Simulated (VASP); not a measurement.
Sn:

```
Sn
1.0
     0.00000    3.23334    3.23334
     3.23334    0.00000    3.23334
     3.23334    3.23334    0.00000
Sn
2
Cartesian
  0.0000 0.0000 0.0000
  1.6167 1.6167 1.6167
```

This isn't the form of Sn at room conditions, which is tetragonal (white tin).

| Property | Result |
| --- | --- |
| Program | VASP 6.6.1 |
| Task | relaxation of cell and atoms |
| Functional | PBEsol |
| Potentials or basis | VASP PAW PBE potentials, release 64 (Sn_d) |
| Cutoff | 600 eV |
| k mesh | 11 × 11 × 11 |
| Occupations | fermi-dirac, width 0.1 eV |
| Spin | no spin polarisation |

At the start: pressure 1.5 GPa; volume 33.80 Å³/atom.

Problem. Where does the relaxation end?

Solution. Over 3 steps the energy falls by 5.3 meV/atom and the volume is 34.96 Å³/atom (+3.4 %); space group Fd-3m (No. 227, to 0.1 Å) before and after.

Step by step:
```csv
step,energy change (eV),largest force (eV/Å),pressure (GPa),volume (Å³)
1,0.0000,0.0000,1.53,67.61
2,-0.0092,0.0000,-0.48,70.81
3,-0.0107,0.0000,-0.01,69.92
```

Final structure:
```
Sn
1.0
     0.00000    3.26986    3.26986
     3.26986    0.00000    3.26986
     3.26986    3.26986    0.00000
Sn
2
Cartesian
  0.0000 0.0000 0.0000
  1.6349 1.6349 1.6349
```

Caveat: the PAW data sets were made with another functional, which shifts forces and pressure a little.
